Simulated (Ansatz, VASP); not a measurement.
**One calculation of PbSe, two programs**

```
CELL_PARAMETERS angstrom
-0.08434 3.06709 3.06709
3.06709 -0.08434 3.06709
2.98274 2.98274 0.00000
ATOMIC_POSITIONS crystal
Pb 0.00000 0.00000 0.00000
Se 0.50000 0.50000 0.50000
```

Change from the starting cell: engineering shear strain xy -0.0550, equal normal strain along x and y +0.0000.

Alike in both runs: task single point; functional PBE; dispersion D3(BJ); k mesh 10 × 10 × 10; occupations gaussian, width 0.03 eV; no spin polarisation.

|  | VASP | Ansatz |
| --- | --- | --- |
| version | VASP 6.6.1 | Ansatz 0.2.0 |
| potentials or method | VASP PAW PBE potentials, release 64 (Pb_d, Se), cutoff 520 eV | scalar-relativistic, plane waves, PAW |
| valence electrons in the cell | 20 | 30 |

|  | VASP | Ansatz | Ansatz less VASP |
| --- | --- | --- | --- |
| gap on the k mesh at the Fermi level (eV) | 0.04 | 0.04 | -0.005 |
| least direct gap on the mesh (eV) | 0.27 | 0.27 | -0.005 |
| pressure (GPa) | 0.0 | 0.0 | +0.01 |
| traceless stress, the component that is largest in VASP (GPa) | 0.92 | 0.92 | -0.002 |

VASP's potentials hold 20 valence electrons a cell and Ansatz's 30, so a difference there can come from the potentials and not from the codes.

Spin-orbit coupling is off throughout.
